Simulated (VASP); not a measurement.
Here is a VASP 6.6.1 calculation.

The input INCAR:

```
SYSTEM = MnHg
ALGO = Normal
EDIFF = 1E-6
ENCUT = 520
GGA = PE
ISIF = 2
ISMEAR = -1
ISPIN = 2
LASPH = .TRUE.
LCHARG = .FALSE.
LMAXMIX = 4
LORBIT = 11
LREAL = .FALSE.
LWAVE = .FALSE.
MAGMOM = 0 6
NBANDS = 24
NELM = 150
NUPDOWN = 6.0
PREC = Accurate
SIGMA = 0.05
```

File KPOINTS:

```
k-points
0
G
  7 7 7
  0 0 0
```

The input POSCAR:

```
MnHg
1.0
    3.3150000000      0.0000000000      0.0000000000
    0.0000000000      3.3150000000      0.0000000000
    0.0000000000      0.0000000000      3.3150000000
Hg Mn
1 1
Direct
    0.0000000000      0.0000000000      0.0000000000
    0.5000000000      0.5000000000      0.5000000000
```

Potentials or basis: VASP PAW PBE potentials, release 64 (Hg, Mn_pv).

Command:

```console
$ cat potpaw_PBE.64/Hg/POTCAR potpaw_PBE.64/Mn_pv/POTCAR > POTCAR
$ mpirun -np 1 vasp_std > vasp.out
```

Estimate the pressure.

23.1 GPa.

Caveat: the total moment is fixed, so each spin has its own Fermi level.
